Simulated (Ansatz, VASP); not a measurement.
**One calculation of Ba2Au3, two programs**

```
Ba Au
1.0
     5.91690    0.00000    0.00000
     0.00000    5.91690    0.00000
     0.00000    0.00000    5.91690
Ba Au
2 3
Cartesian
  2.9585 2.9585 2.9585
  0.0000 0.0000 0.0000
  0.0000 2.9585 2.9585
  2.9585 0.0000 2.9585
  2.9585 2.9585 0.0000
```

Alike in both runs: functional PBE; k mesh 4 × 4 × 4; occupations gaussian, width 0.1 eV; no spin polarisation.

Ansatz relaxed the structure, and its values are those at the end. VASP's run is a single point on that final structure, the one shown.

|  | VASP | Ansatz |
| --- | --- | --- |
| version | VASP 6.6.1 | Ansatz 0.2.0 |
| potentials or method | VASP PAW PBE potentials, release 64 (Ba_sv, Au), cutoff 520 eV | scalar-relativistic, plane waves, PAW |
| valence electrons in the cell | 53 | 77 |

```tsv
	VASP	Ansatz	Ansatz less VASP
gap on the k mesh at the Fermi level (eV)	none	none	-
pressure (GPa)	0.7	0.1	-0.55
```

A gap of «none» marks a metal or a gap that the smearing closes. The functional is the same, so the differences come from potentials, cutoffs and numerics. VASP's potentials hold 53 valence electrons a cell and Ansatz's 77, so a difference there can come from the potentials and not from the codes.

Neither program's run includes spin-orbit coupling.
